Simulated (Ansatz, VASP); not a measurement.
# CaS: VASP beside Ansatz

The input INCAR:

```
SYSTEM = CaS
  ALGO = Normal
  EDIFF = 1E-6
  ENCUT = 500
  GGA = PE
  GGA_COMPAT = .False.
  ISIF = 2
  ISMEAR = 0
  LASPH = .True.
  LCHARG = .False.
  LREAL = .False.
  LWAVE = .False.
  NBANDS = 15
  NELM = 120
  PREC = Accurate
  SIGMA = 0.05
```

The input KPOINTS:

```
k-points
0
Gamma
  8 8 8
  0 0 0
```

File POSCAR:

```
CaS
1.0
    0.0000000000      2.8430011916      2.8430011916
    2.8430011916      0.0000000000      2.8430011916
    2.8430011916      2.8430011916      0.0000000000
Ca S
1 1
Direct
    0.5000000000      0.5000000000      0.5000000000
    0.0000000000      0.0000000000      0.0000000000
```

Input for Ansatz:

```yaml
crystal:
  lattice:
    - [0.0, 2.8430011916, 2.8430011916]
    - [2.8430011916, 0.0, 2.8430011916]
    - [2.8430011916, 2.8430011916, 0.0]
  atoms:
    - { symbol: Ca, position: [0.5, 0.5, 0.5] }
    - { symbol: S, position: [0.0, 0.0, 0.0] }
basis:
  ecutwfc: 420
  ecutrho_ratio: 4
kpoints:
  mp_grid: { grid: [8, 8, 8] }
hamiltonian:
  xc: pbe
scf:
  occupations: { method: gaussian, width: 0.05 }
output:
  forces: true
  stress: true
  eigenvalues: true
```

Alike in both runs: task single point; functional PBE; k mesh 8 × 8 × 8; occupations gaussian, width 0.05 eV; no spin polarisation.

|  | VASP | Ansatz |
| --- | --- | --- |
| version | VASP 6.6.1 | Ansatz 0.2.0 |
| potentials or method | VASP PAW PBE potentials, release 64 (Ca_sv, S), cutoff 500 eV | scalar-relativistic, plane waves, PAW |
| valence electrons in the cell | 16 | 16 |

```tsv
	VASP	Ansatz	Ansatz less VASP
gap on the k mesh at the Fermi level (eV)	2.35	2.35	+0.005
least direct gap on the mesh (eV)	3.16	3.16	+0.005
pressure (GPa)	0.9	0.8	-0.15
```
